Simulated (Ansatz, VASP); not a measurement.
**GaSb in VASP and in Ansatz**

```
CELL_PARAMETERS angstrom
0.00000 2.45465 2.45465
2.45465 0.00000 2.45465
2.45465 2.45465 0.00000
ATOMIC_POSITIONS crystal
Ga 0.00000 0.00000 0.00000
Sb 0.50000 0.50000 0.50000
```

Change from the starting cell: volume scaled by 0.64, PAW files.

Alike in both runs: task single point; functional PBEsol; k mesh 13 × 13 × 13; occupations fermi-dirac, width 0.08 eV; no spin polarisation.

|  | VASP | Ansatz |
| --- | --- | --- |
| version | VASP 6.6.1 | Ansatz 0.2.0 |
| potentials or method | VASP PAW PBE potentials, release 64 (Ga_d, Sb) | PAW with Ansatz's default frozen-core files, scalar-relativistic |
| plane-wave cutoff (eV) | 520 | 420 |
| valence electrons in the cell | 18 | 28 |

Ansatz gave:

```
pressure (GPa) : 83.0
```

Question: Which values does VASP return?

Answer: Pressure (GPa): 84.1.

VASP's potentials were made for PBE, not for PBEsol. Both programs put the cell under a high pressure, so it lies far from rest at this level. VASP's potentials hold 18 valence electrons a cell and Ansatz's 28, so a difference there can come from the potentials and not from the codes.

Neither program's run includes spin-orbit coupling. Noted on VASP's run: the cell as given lies far from equilibrium.
